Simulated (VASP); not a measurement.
A run of VASP 6.6.1 is set up as follows.

INCAR

```
SYSTEM = Al
PREC = Accurate
ENCUT = 520
EDIFF = 1E-6
ISMEAR = 0
SIGMA = 0.15
LREAL = .FALSE.
LASPH = .TRUE.
NELM = 60
ALGO = Normal
ISIF = 2
LWAVE = .FALSE.
LCHARG = .FALSE.
GGA = PE
IVDW = 12
NBANDS = 14
```

KPOINTS

```
regular mesh
0
G
  18 18 4
  0 0 0
```

The input POSCAR:

```
Al
1.0
    2.7356000000      0.0000000000      0.0000000000
   -1.3678000000      2.3690990946      0.0000000000
    0.0000000000      0.0000000000     10.4387000000
Al
4
Direct
    0.0000000000      0.0000000000      0.0000000000
    0.3333333333      0.6666666667      0.2500000000
    0.0000000000      0.0000000000      0.5000000000
    0.6666666667      0.3333333333      0.7500000000
```

Potentials or basis: VASP PAW PBE potentials, release 64 (Al).

Command:

```sh
$ cat potpaw_PBE.64/Al/POTCAR > POTCAR
$ mpirun -np 1 vasp_std > vasp.out
```

Problem. What does it give for the dispersion energy per atom?

Solution. -0.329 eV.

Problem. What does it give for the pressure?

Solution. -2.4 GPa.

Problem. Predict the band gap on the k mesh.

Solution. Zero (band 6 reaches 10.25 eV, above the bottom of band 7 at 6.48 eV).

Stress tensor (GPa, compression positive):
```
 1.04  0.00  0.00
 0.00  1.04  0.00
 0.00  0.00 -9.20
```

Caveat: pairwise dispersion overbinds metals, which lowers pressure and volume.
